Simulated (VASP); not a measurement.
Write the native input for VASP 6.6.1 that does the following.

```
Task                   : single point
Functional             : PBE
Potentials or basis    : VASP PAW PBE potentials, release 64 (Mn_pv, S)
Cutoff                 : 520 eV
k mesh                 : 8 × 8 × 8
Occupations            : fermi-dirac, width 0.05 eV
Spin                   : collinear spin, ferromagnetic start
Starting moments       : [5.5, 0.0] μB
Dipole correction      : no
Further INCAR settings : ALGO = Normal; EDIFF = 1e-06; NBANDS = 20
```

The structure of MnS lies in POSCAR:

```
MnS
1.0
    3.2116599200      0.0000000000      0.0000000000
    0.0000000000      3.2116599200      0.0000000000
    0.0000000000      0.0000000000      3.2116599200
Mn S
1 1
Direct
    0.0000000000      0.0000000000      0.0000000000
    0.5000000000      0.5000000000      0.5000000000
```

The input as run:

INCAR

```
SYSTEM = MnS
PREC = Accurate
ENCUT = 520
EDIFF = 1E-6
ISMEAR = -1
SIGMA = 0.05
LREAL = .FALSE.
LASPH = .TRUE.
NELM = 150
ALGO = Normal
ISIF = 2
LWAVE = .FALSE.
LCHARG = .TRUE.
ISPIN = 2
MAGMOM = 5.5 0
LORBIT = 11
LMAXMIX = 4
GGA = PE
LELF = .TRUE.
LVHAR = .TRUE.
NBANDS = 20
```

KPOINTS

```
Automatic mesh
0
G
  8 8 8
  0 0 0
```

Potentials or basis: VASP PAW PBE potentials, release 64 (Mn_pv, S).

Launch:

```sh
$ cat potpaw_PBE.64/Mn_pv/POTCAR potpaw_PBE.64/S/POTCAR > POTCAR
$ mpirun -np 1 vasp_std > vasp.out
```

Results of the run:

The pressure is -3.9 GPa. The net moment is 4.39 μB per cell, the site moments are Mn +4.09; S +0.04 μB and the valence electrons inside the program's atomic spheres are Mn 11.29; S 3.67.

Caveat: the cell stands under tension; a cell with one magnetic atom can't hold antiferromagnetic order, which such compounds often take.

It took 29 s on 1 thread of Intel(R) Xeon(R) Platinum 8259CL CPU @ 2.50GHz (Skylake/Cascade Lake), with other jobs on the host, peak memory 0.17 GiB.
